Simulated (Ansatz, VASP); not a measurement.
**Two plane-wave programs on TaAs**

```
CELL_PARAMETERS angstrom
-1.72181 1.72181 5.86794
1.72181 -1.72181 5.86794
1.72181 1.72181 -5.86794
ATOMIC_POSITIONS crystal
Ta 0.49997 0.49997 0.00000
Ta 0.24997 0.74997 0.50000
As 0.08263 0.08263 0.00000
As 0.83263 0.33263 0.50000
```

Alike in both runs: functional LDA; k mesh 11 × 11 × 11; occupations fermi-dirac, width 0.05 eV; no spin polarisation; Hubbard terms Ta d U = 1.0 eV.

|  | VASP | Ansatz |
| --- | --- | --- |
| version | VASP 6.6.1 | Ansatz 0.2.0 |
| potentials or method | VASP PAW LDA potentials, release 64 (Ta_sv_GW, As_d) | Ansatz PAW |
| plane-wave cutoff (eV) | 510 | 420 |
| valence electrons in the cell | 56 | 56 |
| task | single point | band structure |

VASP gave:

| Property | Result |
| --- | --- |
| gap on the k mesh at the Fermi level (eV) | none |
| pressure (GPa) | -5.8 |
| traceless stress, the component that is largest in VASP (GPa) | -0.14 |
| rms of the force components (eV/Å) | 0.011 |

Estimate Ansatz's values.

gap on the k mesh at the Fermi level (eV): none; pressure (GPa): -7.1; traceless stress, the component that is largest in VASP (GPa): 0.04; rms of the force components (eV/Å): 0.009.

LDA's correlation is that of Perdew and Zunger in VASP and of Perdew and Wang (1992) in Ansatz. The programs project onto different local orbitals, so the same U acts differently, and such runs can settle in different states. Atom by atom the forces differ by 0.002 eV/Å (rms over components). A gap of «none» marks a metal or a gap that the smearing closes.

Neither program's run includes spin-orbit coupling.
